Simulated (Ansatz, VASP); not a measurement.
# Au: VASP beside Ansatz

```
CELL_PARAMETERS angstrom
-1.72477 1.72477 1.51761
1.72477 -1.72477 1.51761
1.72477 1.72477 -1.51761
ATOMIC_POSITIONS crystal
Au 0.00000 0.00000 0.00000
```

Alike in both runs: task relaxation of cell and atoms; functional PBE; k mesh 18 × 18 × 18; occupations gaussian, width 0.1 eV; no spin polarisation.

|  | VASP | Ansatz |
| --- | --- | --- |
| version | VASP 6.6.1 | Ansatz 0.2.0 |
| potentials or method | VASP PAW PBE potentials, release 64 (Au), cutoff 600 eV | scalar-relativistic, plane waves, PAW |
| valence electrons in the cell | 11 | 19 |

VASP gave:

```
gap on the k mesh at the Fermi level, each at its own relaxed structure (eV) : none
relaxed volume (Å³/atom)                                                     : 18.07
relaxed cell length with the largest relative difference (Å)                 : 2.880
```

Q: Estimate Ansatz's values.

A: gap on the k mesh at the Fermi level, each at its own relaxed structure (eV): none; relaxed volume (Å³/atom): 18.09; relaxed cell length with the largest relative difference (Å): 2.881.

A gap of «none» marks a metal or a gap that the smearing closes. VASP's potentials hold 11 valence electrons a cell and Ansatz's 19, so a difference there can come from the potentials and not from the codes.

Neither program's run includes spin-orbit coupling.
